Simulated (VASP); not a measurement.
Write the native input for VASP 6.6.1 that does the following.

| Item | Value |
| --- | --- |
| Task | relaxation of cell and atoms |
| Functional | PBE |
| Potentials or basis | VASP PAW PBE potentials, release 64 (Ga_d, O) |
| Cutoff | 600 eV |
| k mesh | 12 × 12 × 16 |
| Occupations | gaussian, width 0.1 eV |
| Spin | no spin polarisation |
| Dipole correction | no |
| Further INCAR settings | ALGO = Normal; EDIFF = 1e-06; IBRION = 2; EDIFFG = -0.01; NSW = 100; ISIF = 3 |

The structure of Ga2O lies in POSCAR:

```
Ga2O
1.0
    4.2277913757      0.0000000000      0.0000000000
   -2.1138956879      3.6613747333      0.0000000000
    0.0000000000      0.0000000000      3.0888230903
Ga O
2 1
Direct
    0.6666666667      0.3333333333      0.5000000000
    0.3333333333      0.6666666667      0.5000000000
    0.0000000000      0.0000000000      0.0000000000
```

These files were run (other wordings do the same):

INCAR

```
SYSTEM = Ga2O
  ALGO = Normal
  EDIFF = 1E-6
  EDIFFG = -0.01
  ENCUT = 600
  GGA = PE
  IBRION = 2
  ISIF = 3
  ISMEAR = 0
  LASPH = .True.
  LCHARG = .False.
  LREAL = .False.
  LWAVE = .False.
  NELM = 100
  NSW = 100
  PREC = Accurate
  SIGMA = 0.1
```

KPOINTS

```
k-points
0
Gamma
  12 12 16
  0 0 0
```

Potentials or basis: VASP PAW PBE potentials, release 64 (Ga_d, O).

Command:

```console
$ cat potpaw_PBE.64/Ga_d/POTCAR potpaw_PBE.64/O/POTCAR > POTCAR
$ mpirun -np 1 vasp_std > vasp.out
```

It gave:

```json
{
  "Relaxed volume": "15.83 Å³/atom",
  "Relaxed cell": "a = 4.238 Å, b = 4.238 Å, c = 3.053 Å, α = 90.00°, β = 90.00°, γ = 120.00°",
  "Space group after relaxing (to 0.05 Å)": "P6/mmm (No. 191)",
  "Energy gained by relaxing": "0.6 meV/atom",
  "Ionic steps": "5",
  "Pressure after relaxing": "0.0 GPa",
  "Band gap on the k mesh": "zero (band 16 reaches 5.14 eV, above the bottom of band 17 at 3.65 eV)"
}
```

Wall time 7 min on 1 thread of Intel(R) Xeon(R) Platinum 8375C CPU @ 2.90GHz (Ice Lake), with other jobs on the host, peak memory 0.33 GiB.
